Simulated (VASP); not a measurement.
A run of VASP 6.6.1 is set up as follows.

File INCAR:

```
PREC = Accurate
ENCUT = 520
EDIFF = 1E-6
ISMEAR = 0
SIGMA = 0.1
LREAL = False
LASPH = True
NELM = 150
ALGO = Normal
ISIF = 2
LWAVE = False
LCHARG = False
ISPIN = 2
MAGMOM = 0 0 0 0 0 0 0 0 2
LORBIT = 11
LDIPOL = True
IDIPOL = 3
DIPOL = 0.5 0.5 0.269
GGA = PE
IVDW = 12
NBANDS = 32
```

Contents of KPOINTS:

```
regular mesh
0
Gamma
  6 6 1
```

Contents of POSCAR:

```
C
1.0
    4.9314011406     -0.0000000001      0.0000000000
   -2.4657005702      4.2707186640      0.0000000000
    0.0000000000      0.0000000000     15.5000000000
C
9
Direct
    0.1666666667      0.3333333333      0.2580645161
    0.1666666667      0.8333333334      0.2580645161
    0.6666666667      0.3333333333      0.2580645161
    0.6666666667      0.8333333333      0.2580645161
    0.3333333333      0.1666666667      0.2580645161
    0.3333333333      0.6666666666      0.2580645161
    0.8333333333      0.1666666667      0.2580645161
    0.8333333333      0.6666666666      0.2580645161
    0.1666666667      0.5833333333      0.3531672140
```

Potentials or basis: VASP PAW PBE potentials, release 64 (C).

Launch:

```bash
$ cat potpaw_PBE.64/C/POTCAR > POTCAR
$ mpirun -np 1 vasp_std > vasp.out
```

(1) Predict the band gap on the k mesh.

(2) What does it give for the dispersion energy per atom?

(3) Predict the net moment.

(4) Estimate the largest force.

Answers

(1) zero (filled and empty bands overlap).

(2) -0.089 eV.

(3) 0.00 μB per cell.

(4) 2.068 eV/Å.
